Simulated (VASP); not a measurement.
Set up this calculation in VASP 6.6.1, as the native input.

```yaml
Task: relaxation of cell and atoms
Functional: PBE
Dispersion: D3(BJ)
Potentials_or_basis: VASP PAW PBE potentials, release 64 (K_sv, Cd, C, O, F)
Cutoff: 600 eV
k_mesh: 6 × 6 × 6
Occupations: gaussian, width 0.02 eV
Spin: no spin polarisation
Dipole_correction: no
Further_INCAR_settings: ALGO = Normal; EDIFF = 1e-07; IBRION = 2; EDIFFG = -0.005; NSW = 70; ISIF = 3
```

The structure of KCdCO3F lies in POSCAR:

```
KCdCO3F
1.0
    5.1337856221      0.0000000000      0.0000000000
   -2.5668928111      4.4459887663      0.0000000000
    0.0000000000      0.0000000000      4.4871737454
K Cd C O F
1 1 1 3 1
Direct
    0.0000000000      0.0000000000      0.0000000000
    0.6666666667      0.3333333333      0.5000000000
    0.3333333333      0.6666666667      0.5000000000
    0.1879041669      0.3758083338      0.5000000000
    0.1879041669      0.8120958331      0.5000000000
    0.6241916662      0.8120958331      0.5000000000
    0.6666666667      0.3333333333      0.0000000000
```

These files were run (other wordings do the same):

INCAR

```
SYSTEM = KCdCO3F
ALGO     = Normal         ! electronic algorithm
EDIFF    = 1E-7           ! SCF threshold, eV
EDIFFG   = -0.005         ! ionic threshold
ENCUT    = 600            ! plane-wave cutoff, eV
GGA      = PE             ! functional
IBRION   = 2              ! ionic algorithm
ISIF     = 3              ! what is computed and relaxed
ISMEAR   = 0              ! smearing method
IVDW     = 12             ! dispersion correction
LASPH    = .TRUE.         ! aspherical terms in the spheres
LCHARG   = .FALSE.        ! write CHGCAR
LREAL    = .FALSE.        ! projectors in reciprocal space
LWAVE    = .FALSE.        ! write WAVECAR
NELM     = 80             ! most SCF steps
NSW      = 70             ! ionic steps
PREC     = Accurate       ! precision mode
SIGMA    = 0.02           ! smearing width, eV
```

KPOINTS

```
k-points
0
G
  6 6 6
  0 0 0
```

Potentials or basis: VASP PAW PBE potentials, release 64 (K_sv, Cd, C, O, F).

Launch:

```sh
$ cat potpaw_PBE.64/K_sv/POTCAR potpaw_PBE.64/Cd/POTCAR potpaw_PBE.64/C/POTCAR potpaw_PBE.64/O/POTCAR potpaw_PBE.64/F/POTCAR > POTCAR
$ mpirun -np 1 vasp_std > vasp.out
```

It gave:

* Relaxed volume: 14.29 Å³/atom
* Relaxed cell: a = 5.088 Å, b = 5.088 Å, c = 4.463 Å, α = 90.00°, β = 90.00°, γ = 120.00°
* Space group after relaxing (to 0.1 Å): P-6m2 (No. 187)
* Energy gained by relaxing: 1.8 meV/atom
* Ionic steps: 12
* Pressure after relaxing: 0.0 GPa
* Band gap on the k mesh: 1.88 eV
* Dispersion energy per atom: -0.142 eV

Run time: 19 min on 1 thread of Intel Xeon 8259CL, on a shared host, peak memory 0.35 GiB.
